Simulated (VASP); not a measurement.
# Pt3Pb (Pm-3m) in VASP: a series of runs

Pt3Pb is run at these levels: LDA; tasks: single point, relaxation of cell and atoms.

All numbers are computed with VASP 6.6.1; they aren't measurements. Logs are shortened: lines on timing, memory, paths and dates and some standing lists are left out, and cuts for length are marked.

**1. The cell of the first run**

Symmetry: Pm-3m, No. 221, cubic system. Conventional cell: a = 4.040 Å, b = 4.040 Å, c = 4.040 Å, α = 90.00°, β = 90.00°, γ = 90.00°. Pt (site symmetry 4/mmm) has 8 Pt at 2.86 Å and 4 Pb at 2.86 Å within 3.8 Å. Pb (site symmetry m-3m) has 12 Pt at 2.86 Å within 3.8 Å.

**2. Single point, LDA**

Input file INCAR:

```
SYSTEM = Pt3Pb
ALGO = Fast ; EDIFF = 1E-7
ENCUT = 520 ; GGA = CA
ISIF = 2 ; ISMEAR = -1
LASPH = .TRUE. ; LCHARG = .TRUE.
LELF = .TRUE. ; LREAL = .FALSE.
LVHAR = .TRUE. ; LWAVE = .FALSE.
NBANDS = 30 ; NELM = 100
PREC = Accurate ; SIGMA = 0.15
```

Input file KPOINTS:

```
k-points
0
G
  10 10 10
  0 0 0
```

Input file POSCAR:

```
Pt3Pb
1.0
    4.0404477633      0.0000000000      0.0000000000
    0.0000000000      4.0404477633      0.0000000000
    0.0000000000      0.0000000000      4.0404477633
Pt Pb
3 1
Direct
    0.0000000000      0.5000000000      0.5000000000
    0.5000000000      0.0000000000      0.5000000000
    0.5000000000      0.5000000000      0.0000000000
    0.0000000000      0.0000000000      0.0000000000
```

Potentials or basis: VASP PAW LDA potentials, release 64 (Pt, Pb_d).

On the command line:

```sh
cat potpaw_LDA.64/Pt/POTCAR potpaw_LDA.64/Pb_d/POTCAR > POTCAR
mpirun -np 1 vasp_std > vasp.out
```

OUTCAR:

```text
SYSTEM = Pt3Pb
   EDIFF = 1E-7
   ENCUT = 520
   GGA = CA
   ISIF = 2
   ISMEAR = -1
   LASPH = .TRUE.
   LREAL = .FALSE.
   NELM = 100
   PREC = Accurate

 ion  position               nearest neighbor table
   1  0.000  0.500  0.500-   2 2.86   3 2.86   4 2.86   3 2.86   4 2.86   2 2.86   4 2.86   4 2.86
                             2 2.86   3 2.86   3 2.86   2 2.86
   2  0.500  0.000  0.500-   1 2.86   3 2.86   4 2.86   3 2.86   4 2.86   1 2.86   3 2.86   3 2.86
                             1 2.86   4 2.86   4 2.86   1 2.86
   3  0.500  0.500  0.000-   1 2.86   2 2.86   4 2.86   1 2.86   2 2.86   2 2.86   4 2.86   2 2.86
                             1 2.86   4 2.86   1 2.86   4 2.86
   4  0.000  0.000  0.000-   1 2.86   2 2.86   3 2.86   1 2.86   2 2.86   1 2.86   3 2.86   1 2.86
                             2 2.86   3 2.86   2 2.86   3 2.86

  LATTYP: Found a simple cubic cell.
 ALAT       =     4.0404477633

  Lattice vectors:

 A1 = (   4.0404477633,   0.0000000000,   0.0000000000)
 A2 = (   0.0000000000,   4.0404477633,   0.0000000000)
 A3 = (   0.0000000000,   0.0000000000,   4.0404477633)

Analysis of symmetry for initial positions (statically):
=====================================================================
 Subroutine PRICEL returns:
 Original cell was already a primitive cell.

 Routine SETGRP: Setting up the symmetry group for a
 simple cubic supercell.

 Subroutine GETGRP returns: Found 48 space group operations
 (whereof 48 operations were pure point group operations)
 out of a pool of 48 trial point group operations.

The static configuration has the point symmetry O_h .

Analysis of symmetry for dynamics (positions and initial velocities):
=====================================================================
 Subroutine PRICEL returns:
 Original cell was already a primitive cell.

 Routine SETGRP: Setting up the symmetry group for a
 simple cubic supercell.

 Subroutine GETGRP returns: Found 48 space group operations
 (whereof 48 operations were pure point group operations)
 out of a pool of 48 trial point group operations.

The dynamic configuration has the point symmetry O_h .

 Subroutine INISYM returns: Found 48 space group operations
 (whereof 48 operations are pure point group operations),
 and found     1 'primitive' translations

----------------------------------------------------------------------------------------
[... 90 lines left out ...]
   ICHARG =      2    charge: 1-file 2-atom 10-const
   ISPIN  =      1    spin polarized calculation?
   LNONCOLLINEAR =      F non collinear calculations
   LSORBIT =      F    spin-orbit coupling
   LASPH  =      T    aspherical Exc in radial PAW
   ENCUT  =  520.0 eV  38.22 Ry    6.18 a.u.   7.51  7.51  7.51*2*pi/ulx,y,z
   NELM   =    100;   NELMIN=  2; NELMDL= -5     # of ELM steps
   EDIFF  = 0.1E-06   stopping-criterion for ELM
   LREAL  =      F    real-space projection
   EDIFFG = 0.1E-05   stopping-criterion for IOM
   NSW    =      0    number of steps for IOM
   IBRION =     -1    ionic relax: 0-MD 1-quasi-New 2-CG
   NFREE  =      0    steps in history (QN), initial steepest desc. (CG)
   ISIF   =      2    stress and relaxation
   ISYM   =      2    0-nonsym 1-usesym 2-fastsym
   POTIM  = 0.5000    time-step for ionic-motion
   TEBEG  =    0.0;   TEEND  =   0.0 temperature during run
   PSTRESS=    0.0 pullay stress
   NELECT =      44.0000    total number of electrons
   NUPDOWN=      -1.0000    fix difference up-down
   EMIN   =  10.00;   EMAX   =-10.00  energy-range for DOS
   EFERMI =   0.00;   METHOD = LEGACY
   ISMEAR =    -1;   SIGMA  =   0.15  broadening in eV -4-tet -1-fermi 0-gaus
   EFERMI_NEDOS =   21; number of points for ismear=-14 and -15
   IALGO  =     68    algorithm
   IMIX   =      4    mixing-type and parameters
     AMIX     =   0.40;   BMIX     =  1.00
     AMIX_MAG =   1.60;   BMIX_MAG =  1.00
  volume/ion in A,a.u.               =      16.49       111.28
  Fermi-wavevector in a.u.,A,eV,Ry     =   1.430418  2.703098 27.838812  2.046095
  Thomas-Fermi vector in A             =   2.550265
   LORBIT       =      0    0 simple, 1 ext, 2 COOP (PROOUT), +10 PAW based schemes
   GGA     = CA    functional components
   LHFCALC =     F    Hartree Fock is set to
   AEXX    =    0.0000 exact exchange contribution
   IVDW    =     0    specifies the selected vdW correction
   LEPSILON=     F    determine dielectric tensor
   LRPA    =     F    only Hartree local field effects (RPA)
 non-spin polarized calculation
 RMM-DIIS sequential band-by-band and
  energy-cutoff  :      520.00
  volume of cell :       65.96
 maximum number of plane-waves:      1806
   NGX = 15   NGY = 15   NGZ = 15

 number of electron      44.0000007 magnetization

 Free energy of the ion-electron system (eV)
  ---------------------------------------------------
  ext. energy  EPLUGINS =         0.00000000
  ---------------------------------------------------
  free energy    TOTEN  =       -27.17535232 eV

  energy without entropy =      -27.08010000  energy(sigma->0) =      -27.12772616

 E-fermi :  11.4914     XC(G=0): -13.2916

 val. band max:       11.4461995537   @ k =   0.5000   0.5000   0.5000
 cond. band min:      11.5244046580   @ k =   0.0000   0.0000   0.0000
 fundamental gap:      0.0782051043
 Fermi energy:        11.4913917333

 k-point     1 :       0.0000    0.0000    0.0000
  band No.  band energies     occupation
      1      -5.9332      2.00000
      2      -5.9332      2.00000
      3      -5.8755      2.00000
      4      -5.8755      2.00000
      5      -5.8755      2.00000
      6      -1.1534      2.00000
[... 781 lines left out ...]
     29      19.5506      0.00000
     30      20.7915      0.00000

 [... further k-points ...]
[... 5 lines left out ...]
  --------------------------------------------------------------------------------------
  -------------------------------------------------------------------------------------
  Total        0.2747496      0.2747496      0.2747496      0.0000000     -0.0000000      0.0000000
  in kB        6.6735847      6.6735847      6.6735847      0.0000000     -0.0000000      0.0000000
  external PRESSURE =       6.6735847 kB  Pullay stress =       0.0000000 kB

 VOLUME and BASIS-vectors are now :
 -----------------------------------------------------------------------------
  energy-cutoff  :      520.00
  volume of cell :       65.96
      direct lattice vectors                 reciprocal lattice vectors
     4.040447763  0.000000000  0.000000000     0.247497322  0.000000000  0.000000000
     0.000000000  4.040447763  0.000000000     0.000000000  0.247497322  0.000000000
     0.000000000  0.000000000  4.040447763     0.000000000  0.000000000  0.247497322

 POSITION                                       TOTAL-FORCE (eV/Angst)
 -----------------------------------------------------------------------------------
      0.00000      2.02022      2.02022         0.000000      0.000000      0.000000
      2.02022      0.00000      2.02022         0.000000      0.000000      0.000000
      2.02022      2.02022      0.00000         0.000000      0.000000      0.000000
      0.00000      0.00000      0.00000         0.000000      0.000000      0.000000
 -----------------------------------------------------------------------------------
    total drift:                                0.000000      0.000000     -0.000000

  FREE ENERGIE OF THE ION-ELECTRON SYSTEM (eV)
  ---------------------------------------------------
  free  energy   TOTEN  =       -27.1753523173 eV

  energy  without entropy=      -27.0801000035  energy(sigma->0) =      -27.12772616
```

It took 92 s on 1 thread of Oxide Virtual Turin-like, shared host; peak memory 0.18 GiB.

Results:

```
Free energy            : -27.1754 eV
Pressure               : 0.7 GPa
Band gap on the k mesh : zero (bands 22 and 23 overlap by 0.44 eV)
```

Levels at points of the mesh, in eV from the Fermi level:
| k point | band 18 | band 19 | band 20 | band 21 | band 22 | band 23 | band 24 | band 25 | band 26 | band 27 |
| --- | --- | --- | --- | --- | --- | --- | --- | --- | --- | --- |
| (0.00, 0.00, 0.00) | -1.12 | -1.12 | -1.12 | -0.48 | 0.03 | 0.03 | 0.03 | 1.60 | 6.18 | 6.18 |
| (0.50, 0.00, 0.00) | -2.50 | -2.50 | -2.40 | -1.18 | 0.04 | 1.09 | 4.07 | 4.07 | 5.54 | 5.58 |
| (0.50, 0.50, 0.00) | -2.74 | -2.29 | -2.13 | -1.94 | -1.60 | 0.82 | 0.82 | 4.80 | 7.03 | 7.46 |
| (0.50, 0.50, 0.50) | -2.46 | -2.00 | -2.00 | -0.80 | -0.40 | -0.40 | -0.40 | -0.05 | 3.54 | 3.54 |

Caveat: spin-orbit coupling is left out, which moves the levels of the heavy elements.

**3. Relaxation of cell and atoms, LDA**

Input file INCAR:

```
SYSTEM = Pt3Pb
  PREC = Accurate
  ENCUT = 600
  EDIFF = 1E-7
  ISMEAR = -1
  SIGMA = 0.15
  LREAL = .False.
  LASPH = .True.
  NELM = 60
  ALGO = Fast
  ISIF = 3
  LWAVE = .False.
  LCHARG = .False.
  IBRION = 2
  NSW = 80
  EDIFFG = -0.001
```

Input file KPOINTS:

```
regular mesh
0
Gamma
  10 10 10
  0 0 0
```

Input file POSCAR:

```
Pt3Pb
1.0
    4.0394862031      0.0000000000      0.0000000000
    0.0000000000      4.0394862031      0.0000000000
    0.0000000000      0.0000000000      4.0394862031
Pt Pb
3 1
Direct
    0.0000000000      0.5000000000      0.5000000000
    0.5000000000      0.0000000000      0.5000000000
    0.5000000000      0.5000000000      0.0000000000
    0.0000000000      0.0000000000      0.0000000000
```

Potentials or basis: VASP PAW LDA potentials, release 64 (Pt, Pb_d).

On the command line:

```sh
cat potpaw_LDA.64/Pt/POTCAR potpaw_LDA.64/Pb_d/POTCAR > POTCAR
mpirun -np 1 vasp_std > vasp.out
```

Wall time 4.4 min (1 thread of Oxide Virtual Turin-like, shared host); peak memory 0.21 GiB.

The run converged. Its results:

```
Free energy                           : -27.1758 eV
Relaxed volume                        : 16.55 Å³/atom
Relaxed cell                          : a = 4.045 Å, b = 4.045 Å, c = 4.045 Å, α = 90.00°, β = 90.00°, γ = 90.00°
Space group after relaxing (to 0.1 Å) : Pm-3m (No. 221)
Energy gained by relaxing             : 0.2 meV/atom
Ionic steps                           : 3
Pressure after relaxing               : 0.0 GPa
Band gap on the k mesh                : zero (bands 22 and 23 overlap by 0.43 eV)
```

Step by step:
| step | energy change (eV) | largest force (eV/Å) | pressure (GPa) | volume (Å³) |
| --- | --- | --- | --- | --- |
| 1 | 0.0000 | 0.0000 | 0.92 | 65.91 |
| 2 | 0.0033 | 0.0000 | -2.04 | 66.82 |
| 3 | -0.0008 | 0.0000 | -0.01 | 66.19 |

Final structure:
```cif
data_structure
_symmetry_space_group_name_H-M 'P 1'
_symmetry_Int_Tables_number 1
_cell_length_a 4.0451
_cell_length_b 4.0451
_cell_length_c 4.0451
_cell_angle_alpha 90.000
_cell_angle_beta 90.000
_cell_angle_gamma 90.000
_cell_volume 66.19
loop_
_atom_site_label
_atom_site_type_symbol
_atom_site_fract_x
_atom_site_fract_y
_atom_site_fract_z
_atom_site_occupancy
Pt1 Pt 0.00000 0.50000 0.50000 1
Pt2 Pt 0.50000 0.00000 0.50000 1
Pt3 Pt 0.50000 0.50000 0.00000 1
Pb1 Pb 0.00000 0.00000 0.00000 1
```

Levels at points of the mesh, in eV from the Fermi level:
```tsv
k point	band 19	band 20	band 21	band 22	band 23	band 24	band 25	band 26
(0.00, 0.00, 0.00)	-1.10	-1.10	-0.48	0.03	0.03	0.03	1.57	6.15
(0.50, 0.00, 0.00)	-2.48	-2.38	-1.17	0.03	1.08	4.06	4.06	5.54
(0.50, 0.50, 0.00)	-2.28	-2.12	-1.93	-1.59	0.82	0.82	4.79	7.02
(0.50, 0.50, 0.50)	-1.99	-1.99	-0.79	-0.40	-0.40	-0.40	-0.06	3.52
```

Caveat: spin-orbit coupling is left out, which moves the levels of the heavy elements.

The gap in the log of VASP goes by the Fermi energy; the results here count the filled bands.